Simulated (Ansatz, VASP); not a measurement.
**Two plane-wave programs on Sr**

```
Sr
1.0
     0.00000    3.10202    3.10202
     3.10202    0.00000    3.10202
     3.10202    3.10202    0.00000
Sr
1
Direct
  0.00000 0.00000 0.00000
```

Alike in both runs: task single point; functional LDA; k mesh 6 × 6 × 6; occupations fermi-dirac, width 0.05 eV; no spin polarisation.

```csv
,VASP,Ansatz
version,VASP 6.6.1,Ansatz 0.2.0
potentials or method,"VASP PAW LDA potentials, release 64 (Sr_sv)",Ansatz PAW
plane-wave cutoff (eV),520,420
valence electrons in the cell,10,10
```

|  | VASP | Ansatz | Ansatz less VASP |
| --- | --- | --- | --- |
| pressure (GPa) | -2.0 | -2.0 | +0.01 |

LDA's correlation is that of Perdew and Zunger in VASP and of Perdew and Wang (1992) in Ansatz.
